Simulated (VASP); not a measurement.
# BaF2 (Fm-3m) in VASP: single point with PBE

Aim: the single point of BaF2 with PBE.

Program: VASP 6.6.1. These are calculated values, not measurements. Logs are shortened: lines on timing, memory, paths and dates and some standing lists are left out, and cuts for length are marked.

## 1. The cell of the first run

Symmetry: Fm-3m, No. 225, cubic system. The conventional cell has a = 6.200 Å, b = 6.200 Å, c = 6.200 Å, α = 90.00°, β = 90.00°, γ = 90.00°. Within 3.5 Å of Ba (site symmetry m-3m) lie 8 F at 2.68 Å. Within 3.5 Å of F (site symmetry -43m) lie 4 Ba at 2.68 Å and 6 F at 3.10 Å.

## 2. Single point, PBE

File INCAR:

```
PREC = Accurate
ENCUT = 600
EDIFF = 1E-6
ISMEAR = 0
SIGMA = 0.05
LREAL = False
LASPH = True
NELM = 120
ALGO = Normal
ISIF = 2
LWAVE = False
LCHARG = False
GGA = PE
NBANDS = 19
GGA_COMPAT = False
```

File KPOINTS:

```
Automatic mesh
0
Gamma
  6 6 6
```

File POSCAR:

```
BaF2
1.0
    0.0000000000      3.1000500000      3.1000500000
    3.1000500000      0.0000000000      3.1000500000
    3.1000500000      3.1000500000      0.0000000000
Ba F
1 2
Direct
    0.0000000000      0.0000000000      0.0000000000
    0.2500000000      0.2500000000      0.2500000000
    0.7500000000      0.7500000000      0.7500000000
```

Potentials or basis: VASP PAW PBE potentials, release 64 (Ba_sv, F).

Command:

```
cat potpaw_PBE.64/Ba_sv/POTCAR potpaw_PBE.64/F/POTCAR > POTCAR
mpirun -np 1 vasp_std > vasp.out
```

OUTCAR:

```text
PREC = Accurate
   ENCUT = 600
   EDIFF = 1E-6
   ISMEAR = 0
   LREAL = False
   LASPH = True
   NELM = 120
   ISIF = 2
   GGA = PE

 ion  position               nearest neighbor table
   1  0.000  0.000  0.000-   3 2.68   3 2.68   2 2.68   3 2.68   2 2.68   2 2.68   3 2.68   2 2.68

   2  0.250  0.250  0.250-   1 2.68   1 2.68   1 2.68   1 2.68
   3  0.750  0.750  0.750-   1 2.68   1 2.68   1 2.68   1 2.68

  LATTYP: Found a face centered cubic cell.
 ALAT       =     6.2001000000

  Lattice vectors:

 A1 = (   0.0000000000,   3.1000500000,   3.1000500000)
 A2 = (   3.1000500000,   0.0000000000,   3.1000500000)
 A3 = (   3.1000500000,   3.1000500000,   0.0000000000)

Analysis of symmetry for initial positions (statically):
=====================================================================
 Subroutine PRICEL returns:
 Original cell was already a primitive cell.

 Routine SETGRP: Setting up the symmetry group for a
 face centered cubic supercell.

 Subroutine GETGRP returns: Found 48 space group operations
 (whereof 48 operations were pure point group operations)
 out of a pool of 48 trial point group operations.

The static configuration has the point symmetry O_h .

Analysis of symmetry for dynamics (positions and initial velocities):
=====================================================================
 Subroutine PRICEL returns:
 Original cell was already a primitive cell.

 Routine SETGRP: Setting up the symmetry group for a
 face centered cubic supercell.

 Subroutine GETGRP returns: Found 48 space group operations
 (whereof 48 operations were pure point group operations)
 out of a pool of 48 trial point group operations.

The dynamic configuration has the point symmetry O_h .

 Subroutine INISYM returns: Found 48 space group operations
 (whereof 48 operations are pure point group operations),
 and found     1 'primitive' translations

----------------------------------------------------------------------------------------

                                     Primitive cell

  volume of cell :      59.5849

  direct lattice vectors                    reciprocal lattice vectors
     0.000000000  3.100050000  3.100050000    -0.161287721  0.161287721  0.161287721
     3.100050000  0.000000000  3.100050000     0.161287721 -0.161287721  0.161287721
     3.100050000  3.100050000  0.000000000     0.161287721  0.161287721 -0.161287721

[... 73 lines left out ...]
   LASPH  =      T    aspherical Exc in radial PAW
   ENCUT  =  600.0 eV  44.10 Ry    6.64 a.u.   8.76  8.76  8.76*2*pi/ulx,y,z
   NELM   =    120;   NELMIN=  2; NELMDL= -5     # of ELM steps
   EDIFF  = 0.1E-05   stopping-criterion for ELM
   LREAL  =      F    real-space projection
   EDIFFG = 0.1E-04   stopping-criterion for IOM
   NSW    =      0    number of steps for IOM
   IBRION =     -1    ionic relax: 0-MD 1-quasi-New 2-CG
   NFREE  =      0    steps in history (QN), initial steepest desc. (CG)
   ISIF   =      2    stress and relaxation
   ISYM   =      2    0-nonsym 1-usesym 2-fastsym
   POTIM  = 0.5000    time-step for ionic-motion
   TEBEG  =    0.0;   TEEND  =   0.0 temperature during run
   PSTRESS=    0.0 pullay stress
   NELECT =      24.0000    total number of electrons
   NUPDOWN=      -1.0000    fix difference up-down
   EMIN   =  10.00;   EMAX   =-10.00  energy-range for DOS
   EFERMI =   0.00;   METHOD = LEGACY
   ISMEAR =     0;   SIGMA  =   0.05  broadening in eV -4-tet -1-fermi 0-gaus
   EFERMI_NEDOS =   21; number of points for ismear=-14 and -15
   IALGO  =     38    algorithm
   IMIX   =      4    mixing-type and parameters
     AMIX     =   0.40;   BMIX     =  1.00
     AMIX_MAG =   1.60;   BMIX_MAG =  1.00
  volume/ion in A,a.u.               =      19.86       134.03
  Fermi-wavevector in a.u.,A,eV,Ry     =   1.209019  2.284715 19.888011  1.461728
  Thomas-Fermi vector in A             =   2.344609
   LORBIT       =      0    0 simple, 1 ext, 2 COOP (PROOUT), +10 PAW based schemes
   GGA     = PE    functional components
   LHFCALC =     F    Hartree Fock is set to
   AEXX    =    0.0000 exact exchange contribution
   IVDW    =     0    specifies the selected vdW correction
   LEPSILON=     F    determine dielectric tensor
   LRPA    =     F    only Hartree local field effects (RPA)
 non-spin polarized calculation
 Gauss-broadening in eV      SIGMA  =   0.05
  energy-cutoff  :      600.00
  volume of cell :       59.58
 maximum number of plane-waves:      2012
   NGX = 17   NGY = 17   NGZ = 17

 number of electron      24.0000002 magnetization

 Free energy of the ion-electron system (eV)
  ---------------------------------------------------
  ext. energy  EPLUGINS =         0.00000000
  ---------------------------------------------------
  free energy    TOTEN  =       -17.11274444 eV

  energy without entropy =      -17.11274444  energy(sigma->0) =      -17.11274444

 E-fermi :  -1.8700     XC(G=0):  -8.7007

 val. band max:       -2.0850998306   @ k =  -0.1667   0.1667   0.0000
 cond. band min:       4.6915736045   @ k =   0.0000   0.0000   0.0000
 fundamental gap:      6.7766734350
 Fermi energy:        -1.8699986262

 k-point     1 :       0.0000    0.0000    0.0000
  band No.  band energies     occupation
      1     -25.1716      2.00000
      2     -21.0054      2.00000
      3     -20.9569      2.00000
      4     -10.0091      2.00000
      5     -10.0091      2.00000
      6     -10.0091      2.00000
[... 329 lines left out ...]
      6      -9.9856      2.00000
[... 11 lines left out ...]
     18      12.3706      0.00000
     19      12.6305      0.00000

------------------------ aborting loop because EDIFF is reached ----------------------------------------

  FORCE on cell =-STRESS in cart. coord.  units (eV):
  Direction    XX          YY          ZZ          XY          YZ          ZX
  --------------------------------------------------------------------------------------
  -------------------------------------------------------------------------------------
  Total        0.8465389      0.8465389      0.8465389     -0.0000000     -0.0000000      0.0000000
  in kB       22.7625762     22.7625762     22.7625762     -0.0000000     -0.0000000      0.0000000
  external PRESSURE =      22.7625762 kB  Pullay stress =       0.0000000 kB

 VOLUME and BASIS-vectors are now :
 -----------------------------------------------------------------------------
  energy-cutoff  :      600.00
  volume of cell :       59.58
      direct lattice vectors                 reciprocal lattice vectors
     0.000000000  3.100050000  3.100050000    -0.161287721  0.161287721  0.161287721
     3.100050000  0.000000000  3.100050000     0.161287721 -0.161287721  0.161287721
     3.100050000  3.100050000  0.000000000     0.161287721  0.161287721 -0.161287721

 POSITION                                       TOTAL-FORCE (eV/Angst)
 -----------------------------------------------------------------------------------
      0.00000      0.00000      0.00000         0.000000      0.000000      0.000000
      1.55002      1.55002      1.55002        -0.000000     -0.000000     -0.000000
      4.65008      4.65008      4.65008         0.000000      0.000000      0.000000
 -----------------------------------------------------------------------------------
    total drift:                                0.000000      0.000000      0.000000

  FREE ENERGIE OF THE ION-ELECTRON SYSTEM (eV)
  ---------------------------------------------------
  free  energy   TOTEN  =       -17.1127444357 eV

  energy  without entropy=      -17.1127444357  energy(sigma->0) =      -17.11274444
```

OSZICAR:

```text
N       E                     dE             d eps       ncg     rms          rms(c)
DAV:   1     0.156394410732E+03    0.15639E+03   -0.14179E+04   608   0.133E+03
DAV:   2    -0.110799946962E+02   -0.16747E+03   -0.16273E+03   743   0.273E+02
DAV:   3    -0.187386272200E+02   -0.76586E+01   -0.76327E+01   810   0.596E+01
DAV:   4    -0.188742124904E+02   -0.13559E+00   -0.13542E+00   688   0.701E+00
DAV:   5    -0.188783358118E+02   -0.41233E-02   -0.41232E-02   730   0.970E-01    0.856E+00
DAV:   6    -0.170931080340E+02    0.17852E+01   -0.75554E+00   626   0.213E+01    0.424E+00
DAV:   7    -0.170857304320E+02    0.73776E-02   -0.28204E-01   658   0.406E+00    0.220E+00
DAV:   8    -0.171034803390E+02   -0.17750E-01   -0.64587E-02   619   0.273E+00    0.307E-01
DAV:   9    -0.171096809437E+02   -0.62006E-02   -0.11151E-02   673   0.754E-01    0.139E-01
DAV:  10    -0.171127323476E+02   -0.30514E-02   -0.32490E-03   647   0.383E-01    0.388E-02
DAV:  11    -0.171127235754E+02    0.87722E-05   -0.18643E-04   697   0.108E-01    0.213E-02
DAV:  12    -0.171127439267E+02   -0.20351E-04   -0.51188E-05   632   0.504E-02    0.355E-03
DAV:  13    -0.171127444357E+02   -0.50900E-06   -0.63698E-07   574   0.633E-03
   1 F= -.17112744E+02 E0= -.17112744E+02  d E =-.150026E-10
```

stdout:

```text
POSCAR found type information on POSCAR BaF
 POSCAR found :  2 types and       3 ions
 scaLAPACK will be used
 LDA part: xc-table for (Slater+PW92), standard interpolation
 POSCAR, INCAR and KPOINTS ok, starting setup
 FFT: planning ... GRIDC
 FFT: planning ... GRID_SOFT
 FFT: planning ... GRID
 WAVECAR not read
 entering main loop
```

Wall time 27 s (1 thread of Intel Xeon Platinum 8488C (Sapphire Rapids), shared host); peak memory 0.21 GiB.

What came out:

```
Free energy            : -17.1127 eV
Pressure               : 2.3 GPa
Band gap on the k mesh : 6.78 eV, indirect (least direct gap 6.84 eV)
```

Caveat: spin-orbit coupling is left out, which moves the levels of the heavy elements. A k mesh can miss the band edges.
